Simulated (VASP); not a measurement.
# Sc (P4_2/mbc) in VASP: single point with PBE

Aim: the single point of Sc with PBE.

All numbers are computed with VASP 6.6.1; they aren't measurements. Logs are shortened: lines on timing, memory, paths and dates and some standing lists are left out, and cuts for length are marked.

### Step 1. The cell of the first run

The structure is tetragonal, space group P4_2/mbc (No. 135). The conventional cell has a = 6.133 Å, b = 6.133 Å, c = 5.311 Å, α = 90.00°, β = 90.00°, γ = 90.00°. Sc (site symmetry m) has 14 Sc at 3.07 to 3.85 Å within 4.0 Å.

### Step 2. Single point, PBE

INCAR reads:

```
PREC = Accurate
ENCUT = 520
EDIFF = 1E-6
ISMEAR = 0
SIGMA = 0.1
LREAL = F
LASPH = T
NELM = 60
ALGO = Fast
ISIF = 2
LWAVE = F
LCHARG = F
GGA = PE
NBANDS = 54
```

KPOINTS reads:

```
Automatic mesh
0
Gamma
  4 4 4
```

POSCAR reads:

```
Sc
1.0
    6.1332376800      0.0000000000      0.0000000000
    0.0000000000      6.1332376800      0.0000000000
    0.0000000000      0.0000000000      5.3112566600
Sc
8
Direct
    0.4401390300      0.7462757800      0.0000000000
    0.5598609700      0.2537242200      0.0000000000
    0.7462757800      0.5598609700      0.5000000000
    0.2537242200      0.4401390300      0.5000000000
    0.9401390300      0.7537242200      0.0000000000
    0.0598609700      0.2462757800      0.0000000000
    0.7537242200      0.0598609700      0.5000000000
    0.2462757800      0.9401390300      0.5000000000
```

Potentials or basis: VASP PAW PBE potentials, release 64 (Sc_sv).

Started as:

```console
cat potpaw_PBE.64/Sc_sv/POTCAR > POTCAR
mpirun -np 1 vasp_std > vasp.out
```

OUTCAR:

```text
PREC = Accurate
   ENCUT = 520
   EDIFF = 1E-6
   ISMEAR = 0
   LREAL = F
   LASPH = T
   NELM = 60
   ISIF = 2
   GGA = PE

 ion  position               nearest neighbor table
   1  0.440  0.746  0.000-   5 3.07   5 3.07   2 3.11   8 3.14   8 3.14   2 3.20
   2  0.560  0.254  0.000-   6 3.07   6 3.07   1 3.11   7 3.14   7 3.14   1 3.20
   3  0.746  0.560  0.500-   7 3.07   7 3.07   4 3.11   5 3.14   5 3.14   4 3.20
   4  0.254  0.440  0.500-   8 3.07   8 3.07   3 3.11   6 3.14   6 3.14   3 3.20
   5  0.940  0.754  0.000-   1 3.07   1 3.07   6 3.11   3 3.14   3 3.14   6 3.20
   6  0.060  0.246  0.000-   2 3.07   2 3.07   5 3.11   4 3.14   4 3.14   5 3.20
   7  0.754  0.060  0.500-   3 3.07   3 3.07   8 3.11   2 3.14   2 3.14   8 3.20
   8  0.246  0.940  0.500-   4 3.07   4 3.07   7 3.11   1 3.14   1 3.14   7 3.20

  LATTYP: Found a simple tetragonal cell.
 ALAT       =     6.1332376800
 C/A-ratio  =     0.8659792653

  Lattice vectors:

 A1 = (   6.1332376800,   0.0000000000,   0.0000000000)
 A2 = (   0.0000000000,   6.1332376800,   0.0000000000)
 A3 = (   0.0000000000,   0.0000000000,   5.3112566600)

Analysis of symmetry for initial positions (statically):
=====================================================================
 Subroutine PRICEL returns:
 Original cell was already a primitive cell.

 Routine SETGRP: Setting up the symmetry group for a
 simple tetragonal supercell.

 Subroutine GETGRP returns: Found 16 space group operations
 (whereof  4 operations were pure point group operations)
 out of a pool of 16 trial point group operations.

The static configuration has the point symmetry C_2h.
 The point group associated with its full space group is D_4h.

Analysis of symmetry for dynamics (positions and initial velocities):
=====================================================================
 Subroutine PRICEL returns:
 Original cell was already a primitive cell.

 Routine SETGRP: Setting up the symmetry group for a
 simple tetragonal supercell.

 Subroutine GETGRP returns: Found 16 space group operations
 (whereof  4 operations were pure point group operations)
 out of a pool of 16 trial point group operations.

The dynamic configuration has the point symmetry C_2h.
 The point group associated with its full space group is D_4h.

 Subroutine INISYM returns: Found 16 space group operations
 (whereof  4 operations are pure point group operations),
 and found     1 'primitive' translations

[... 107 lines left out ...]
   POTIM  = 0.5000    time-step for ionic-motion
   TEBEG  =    0.0;   TEEND  =   0.0 temperature during run
   PSTRESS=    0.0 pullay stress
   NELECT =      88.0000    total number of electrons
   NUPDOWN=      -1.0000    fix difference up-down
   EMIN   =  10.00;   EMAX   =-10.00  energy-range for DOS
   EFERMI =   0.00;   METHOD = LEGACY
   ISMEAR =     0;   SIGMA  =   0.10  broadening in eV -4-tet -1-fermi 0-gaus
   EFERMI_NEDOS =   21; number of points for ismear=-14 and -15
   IALGO  =     68    algorithm
   IMIX   =      4    mixing-type and parameters
     AMIX     =   0.40;   BMIX     =  1.00
     AMIX_MAG =   1.60;   BMIX_MAG =  1.00
  volume/ion in A,a.u.               =      24.97       168.53
  Fermi-wavevector in a.u.,A,eV,Ry     =   1.245595  2.353833 21.109524  1.551506
  Thomas-Fermi vector in A             =   2.379810
   LORBIT       =      0    0 simple, 1 ext, 2 COOP (PROOUT), +10 PAW based schemes
   GGA     = PE    functional components
   LHFCALC =     F    Hartree Fock is set to
   AEXX    =    0.0000 exact exchange contribution
   IVDW    =     0    specifies the selected vdW correction
   LEPSILON=     F    determine dielectric tensor
   LRPA    =     F    only Hartree local field effects (RPA)
 non-spin polarized calculation
 RMM-DIIS sequential band-by-band and
 Gauss-broadening in eV      SIGMA  =   0.10
  energy-cutoff  :      520.00
  volume of cell :      199.79
 maximum number of plane-waves:      5392
 NGX is ok and might be reduce to    48
   NGX = 23   NGY = 23   NGZ = 19

 number of electron      88.0000018 magnetization

 Free energy of the ion-electron system (eV)
  ---------------------------------------------------
  ext. energy  EPLUGINS =         0.00000000
  ---------------------------------------------------
  free energy    TOTEN  =       -48.87651450 eV

  energy without entropy =      -48.77668469  energy(sigma->0) =      -48.82659959

 E-fermi :   3.6703     XC(G=0):  -9.8236

 val. band max:        3.6604466659   @ k =   0.2500   0.0000   0.0000
 cond. band min:       3.6755619682   @ k =   0.2500   0.2500   0.2500
 fundamental gap:      0.0151153023
 Fermi energy:         3.6703138860

 k-point     1 :       0.0000    0.0000    0.0000
  band No.  band energies     occupation
      1     -45.9353      2.00000
      2     -45.8822      2.00000
      3     -45.8813      2.00000
      4     -45.8813      2.00000
      5     -45.8723      2.00000
      6     -45.8585      2.00000
[... 1015 lines left out ...]
     53       4.5102      0.00000
     54       4.5102      0.00000

------------------------ aborting loop because EDIFF is reached ----------------------------------------

  FORCE on cell =-STRESS in cart. coord.  units (eV):
  Direction    XX          YY          ZZ          XY          YZ          ZX
  --------------------------------------------------------------------------------------
  -------------------------------------------------------------------------------------
  Total        0.4310858      0.4310858     -2.3493526      0.0000000     -0.0000000      0.0000000
  in kB        3.4569843      3.4569843    -18.8400437      0.0000000     -0.0000000      0.0000000
  external PRESSURE =      -3.9753584 kB  Pullay stress =       0.0000000 kB

 VOLUME and BASIS-vectors are now :
 -----------------------------------------------------------------------------
  energy-cutoff  :      520.00
  volume of cell :      199.79
      direct lattice vectors                 reciprocal lattice vectors
     6.133237680  0.000000000  0.000000000     0.163046021  0.000000000  0.000000000
     0.000000000  6.133237680  0.000000000     0.000000000  0.163046021  0.000000000
     0.000000000  0.000000000  5.311256660     0.000000000  0.000000000  0.188279359

 POSITION                                       TOTAL-FORCE (eV/Angst)
 -----------------------------------------------------------------------------------
      2.69948      4.57709      0.00000         0.062691     -0.074944     -0.000000
      3.43376      1.55615      0.00000        -0.062691      0.074944      0.000000
      4.57709      3.43376      2.65563        -0.074944     -0.062691     -0.000000
      1.55615      2.69948      2.65563         0.074944      0.062691      0.000000
      5.76610      4.62277      0.00000         0.062691      0.074944     -0.000000
      0.36714      1.51047      0.00000        -0.062691     -0.074944      0.000000
      4.62277      0.36714      2.65563         0.074944     -0.062691      0.000000
      1.51047      5.76610      2.65563        -0.074944      0.062691      0.000000
 -----------------------------------------------------------------------------------
    total drift:                               -0.000000      0.000000      0.000000

  FREE ENERGIE OF THE ION-ELECTRON SYSTEM (eV)
  ---------------------------------------------------
  free  energy   TOTEN  =       -48.8765144996 eV

  energy  without entropy=      -48.7766846856  energy(sigma->0) =      -48.82659959
```

stdout:

```text
POSCAR found type information on POSCAR Sc
 POSCAR found :  1 types and       8 ions
 scaLAPACK will be used
 LDA part: xc-table for (Slater+PW92), standard interpolation
 POSCAR, INCAR and KPOINTS ok, starting setup
 FFT: planning ... GRIDC
 FFT: planning ... GRID_SOFT
 FFT: planning ... GRID
 WAVECAR not read
 entering main loop
```

Run time: 5 min. Hardware: 1 thread of Intel Xeon Platinum 8488C (Sapphire Rapids), shared host; peak memory 0.37 GiB.

What came out:

- Free energy: -48.8765 eV
- Pressure: -0.4 GPa
- Largest force: 0.098 eV/Å
- Band gap on the k mesh: zero (bands 44 and 45 overlap by 0.39 eV)

Forces on the atoms (eV/Å):
```
Sc   0.063 -0.075  0.000
Sc  -0.063  0.075  0.000
Sc  -0.075 -0.063  0.000
Sc   0.075  0.063  0.000
Sc   0.063  0.075  0.000
Sc  -0.063 -0.075  0.000
Sc   0.075 -0.063  0.000
Sc  -0.075  0.063  0.000
```
